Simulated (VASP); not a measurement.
HfNbSe4: single point with PBE

HfNbSe4:

```
Hf Nb Se
1.0
     0.00000    3.92624    3.92624
     3.92624    0.00000    3.92624
     3.92624    3.92624    0.00000
Hf Nb Se
1 1 4
Direct
  0.00000 0.00000 0.00000
  0.75000 0.75000 0.75000
  0.87482 0.37506 0.37506
  0.37506 0.37506 0.37506
  0.37506 0.87482 0.37506
  0.37506 0.37506 0.87482
```

- Program: VASP 6.6.1
- Task: single point
- Functional: PBE
- Potentials or basis: VASP PAW PBE potentials, release 64 (Hf_pv, Nb_sv, Se)
- Cutoff: 520 eV
- k mesh: 4 × 4 × 4
- Occupations: gaussian, width 0.1 eV
- Spin: no spin polarisation

* Pressure: -0.2 GPa
* Largest force: 0.061 eV/Å

Forces in eV/Å, atoms in the order of the input:
```
Hf   0.000  0.000  0.000
Nb   0.000  0.000  0.000
Se   0.035 -0.035 -0.035
Se   0.035  0.035  0.035
Se  -0.035  0.035 -0.035
Se  -0.035 -0.035  0.035
```

Levels at points of the mesh, in eV from the Fermi level:
```csv
k point,band 19,band 20,band 21,band 22,band 23,band 24,band 25,band 26,band 27,band 28
"(0.00, 0.00, 0.00)",-0.47,-0.47,-0.47,1.00,1.00,1.00,1.28,1.28,1.83,1.83
"(0.50, 0.00, 0.00)",-3.47,-2.99,-1.82,0.16,0.16,0.38,0.59,0.59,1.11,1.24
"(0.50, 0.50, 0.00)",-3.44,-3.21,-3.21,-0.83,-0.83,0.17,0.43,1.05,1.34,1.34
```

It took 34 s on 1 thread of Intel(R) Xeon(R) 6975P-C (Granite Rapids), on a shared host, peak memory 0.26 GiB.

Caveat: spin-orbit coupling is left out, which moves the levels of the heavy elements.
